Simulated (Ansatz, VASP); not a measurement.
## Na3La2P3 in VASP and in Ansatz

```
CELL_PARAMETERS angstrom
3.86737 2.23283 3.63106
-3.86737 2.23283 3.63106
0.00000 -4.46566 3.63106
ATOMIC_POSITIONS crystal
Na 0.71415 0.28585 0.50000
Na 0.28585 0.50000 0.71415
Na 0.50000 0.71415 0.28585
La 0.17931 0.17931 0.17931
La 0.82069 0.82069 0.82069
P 0.69156 0.30844 0.00000
P 0.30844 0.00000 0.69156
P 0.00000 0.69156 0.30844
```

Change from the starting cell: species swapped into the V3Cr3Si2 type (R32, No. 155).

Alike in both runs: task relaxation of cell and atoms; functional PBE; k mesh 6 × 6 × 6; occupations gaussian, width 0.1 eV; no spin polarisation.

```csv
,VASP,Ansatz
version,VASP 6.6.1,Ansatz 0.2.0
potentials or method,"VASP PAW PBE potentials, release 64 (Na_pv, La, P), cutoff 600 eV","scalar-relativistic, plane waves, PAW"
valence electrons in the cell,58,64
```

```tsv
	VASP	Ansatz	Ansatz less VASP
gap on the k mesh at the Fermi level, each at its own relaxed structure (eV)	none	none	-
relaxed volume (Å³/atom)	23.49	23.49	+0.004
relaxed length of the cell vector where the two differ most in proportion (Å)	5.754	5.754	+0.0003
```

A gap of «none» marks a metal or a gap that the smearing closes. VASP's potentials hold 58 valence electrons a cell and Ansatz's 64, so a difference there can come from the potentials and not from the codes.

Spin-orbit coupling is off throughout.
